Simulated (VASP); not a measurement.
Set up this calculation in VASP 6.6.1, as the native input.

- Task: single point
- Functional: PBE
- Potentials or basis: VASP PAW PBE potentials, release 64 (Ga_d, N)
- Cutoff: 600 eV
- k mesh: 3 × 3 × 3
- Occupations: gaussian, width 0.01 eV
- Spin: no spin polarisation
- Dipole correction: no
- Further INCAR settings: ALGO = Normal; EDIFF = 1e-06; NBANDS = 16

The structure of GaN lies in POSCAR:

```
GaN
1.0
    0.0000000000      2.2535006100      2.2535006100
    2.2535006100      0.0000000000      2.2535006100
    2.2535006100      2.2535006100      0.0000000000
Ga N
1 1
Direct
    0.0000000000      0.0000000000      0.0000000000
    0.7500000000      0.7500000000      0.7500000000
```

One way to write it, as run:

INCAR

```
PREC = Accurate ; ENCUT = 600
EDIFF = 1E-6 ; ISMEAR = 0
SIGMA = 0.01 ; LREAL = False
LASPH = True ; NELM = 120
ALGO = Normal ; ISIF = 2
LWAVE = False ; LCHARG = True
GGA = PE ; LELF = True
LVHAR = True ; NBANDS = 16
GGA_COMPAT = False
```

KPOINTS

```
Automatic mesh
0
Gamma
  3 3 3
```

Potentials or basis: VASP PAW PBE potentials, release 64 (Ga_d, N).

The run is started by

```console
$ cat potpaw_PBE.64/Ga_d/POTCAR potpaw_PBE.64/N/POTCAR > POTCAR
$ mpirun -np 1 vasp_std > vasp.out
```

It gave:

* Pressure: 5.3 GPa
* Band gap on the k mesh: 1.66 eV, direct

Caveat: the k points lie up to 0.80 Å⁻¹ apart.

Wall time 7.7 s on 1 thread of Intel(R) Xeon(R) Platinum 8488C (Sapphire Rapids), with other jobs on the host, peak memory 0.15 GiB.
